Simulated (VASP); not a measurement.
Runs of VASP 6.6.1 on ZrS. The structure is that of space group Fm-3m (No. 225), or close to it. The cells are those of the table. 

```csv
task,cell,k mesh,cutoff (eV),smearing,gap on the mesh (eV),pressure (GPa)
single point,"a = 3.712 Å, angles 60.0°, 2 atoms",2 × 2 × 2,520,gaussian 0.1 eV,none,-7.2
single point,"a = 3.651 Å, angles 60.0°, 2 atoms",2 × 2 × 2,520,gaussian 0.1 eV,none,(a)
single point,"a = 3.712 Å, angles 60.0°, 2 atoms",4 × 4 × 4,520,gaussian 0.1 eV,none,-6.7
single point,"a = 3.712 Å, angles 60.0°, 2 atoms",14 × 14 × 14,520,fermi-dirac 0.2 eV,none,-5.7
single point,"a = 3.712 Å, angles 60.0°, 2 atoms",16 × 16 × 16,520,gaussian 0.1 eV,none,-6.3
single point,"a = 3.712 Å, angles 60.0°, 2 atoms",14 × 14 × 14,520,gaussian 0.1 eV,none,-6.2
relaxation of cell and atoms,"relaxed from a = 3.712 Å, angles 60.0°, 2 atoms",4 × 4 × 4,600,gaussian 0.1 eV,-,0.0
single point,"a = 3.712 Å, angles 60.0°, 2 atoms",14 × 14 × 14,520,fermi-dirac 0.05 eV,none,-6.2
single point,"a = 3.712 Å, angles 60.0°, 2 atoms",7 × 7 × 7,520,gaussian 0.4 eV,none,-6.0
single point,"a = 3.712 Å, angles 60.0°, 2 atoms",12 × 12 × 12,520,gaussian 0.1 eV,none,-6.3
single point,"a = 3.712 Å, angles 60.0°, 2 atoms",14 × 14 × 14,520,gaussian 0.5 eV,none,-5.7
single point,"a = 3.712 Å, angles 60.0°, 2 atoms",14 × 14 × 14,520,fermi-dirac 0.02 eV,none,-6.3
```

Alike in all rows: level PBEsol; potentials or basis VASP PAW PBE potentials, release 64 (Zr_sv, S); no spin polarisation.

Estimate the missing entries.

(a) 0.2.

Caveats: some runs use coarse meshes; the PAW data sets were made with another functional, which shifts forces and pressure a little; the bands computed are all filled at some k points, so no gap is given (some runs).

A k mesh can miss the band edges, and the runs leave out spin-orbit coupling on Zr.

A gap of «none» marks levels without a gap at the run's occupations.
